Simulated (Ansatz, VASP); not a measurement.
# One calculation of HfZrS3, two programs

```
Zr Hf S
1.0
     4.13013    0.00000    0.00000
     0.00000    4.13013    0.00000
     0.00000    0.00000    6.06180
Zr Hf S
1 1 3
Direct
  0.00000 0.00000 0.47747
  0.00000 0.00000 0.99150
  0.50000 0.00000 0.22650
  0.00000 0.50000 0.22650
  0.50000 0.50000 0.72525
```

Alike in both runs: functional PBE; k mesh 4 × 4 × 4; occupations gaussian, width 0.1 eV; no spin polarisation.

Ansatz relaxed the structure, and its values are those at the end. VASP's run is a single point on that final structure, the one shown.

|  | VASP | Ansatz |
| --- | --- | --- |
| version | VASP 6.6.1 | Ansatz 0.2.0 |
| potentials or method | VASP PAW PBE potentials, release 64 (Zr_sv, Hf_pv, S), cutoff 520 eV | scalar-relativistic, plane waves, PAW |
| valence electrons in the cell | 40 | 56 |

|  | VASP | Ansatz | Ansatz less VASP |
| --- | --- | --- | --- |
| gap on the k mesh at the Fermi level (eV) | none | none | - |
| pressure (GPa) | -0.3 | 0.0 | +0.38 |
| rms of the force components (eV/Å) | 0.037 | 0.002 | -0.0353 |

A gap of «none» marks a metal or a gap that the smearing closes. The functional is the same, so the differences come from potentials, cutoffs and numerics. VASP's potentials hold 40 valence electrons a cell and Ansatz's 56, so a difference there can come from the potentials and not from the codes.

The k mesh is coarse, so the values compare programs but aren't converged. Spin-orbit coupling is off throughout.
